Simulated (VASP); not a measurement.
Runs of VASP 6.6.1 on AgRh. The structure is that of space group P-6m2 (No. 187), or close to it. The cells are those of the table. 

| level | potentials or basis | cell | k mesh | cutoff (eV) | grid for exact exchange (PRECFOCK) | share of exact exchange | gap on the mesh (eV) | pressure (GPa) |
| --- | --- | --- | --- | --- | --- | --- | --- | --- |
| r2SCAN | VASP PAW PBE potentials, release 64 (Ag_sv_GW, Rh_sv_GW) | a = 2.721, b = 2.721, c = 4.710 Å, angles 90.0, 90.0, 120.0°, 2 atoms | 11 × 11 × 6 | 690 | - | - | none | 3.8 |
| r2SCANh | VASP PAW PBE potentials, release 64 (Ag, Rh_pv) | a = 2.778, b = 2.778, c = 4.809 Å, angles 90.0, 90.0, 120.0°, 2 atoms | 6 × 6 × 3 | 520 | Normal | 0.1 | none | -7.1 |
| r2SCAN50 | VASP PAW PBE potentials, release 64 (Ag, Rh_pv) | a = 2.778, b = 2.778, c = 4.809 Å, angles 90.0, 90.0, 120.0°, 2 atoms | 6 × 6 × 3 | 520 | Normal | 0.5 | none | (a) |
| r2SCAN | VASP PAW PBE potentials, release 64 (Ag_sv_GW, Rh_sv_GW) | a = 2.743, b = 2.743, c = 4.723 Å, angles 90.0, 90.0, 120.0°, 2 atoms | 11 × 11 × 6 | 690 | - | - | none | (b) |
| r2SCAN | VASP PAW PBE potentials, release 64 (Ag_sv_GW, Rh_sv_GW) | a = 2.740, b = 2.740, c = 4.744 Å, angles 90.0, 90.0, 120.0°, 2 atoms | 11 × 11 × 6 | 690 | - | - | none | -0.1 |

Alike in all rows: task single point; no spin polarisation; smearing fermi-dirac 0.05 eV.

Task: Fill in the values left out.

Result: (a) -11.2; (b) 0.1.

Caveats: some runs use coarse meshes; the PAW data sets were made with another functional, which shifts forces and pressure a little; the cell stands under pressure (at least some runs).

A k mesh can miss the band edges, and the runs leave out spin-orbit coupling on Ag, Rh.

A gap of «none» marks levels without a gap at the run's occupations.

The runs don't all hold the same shells in valence.
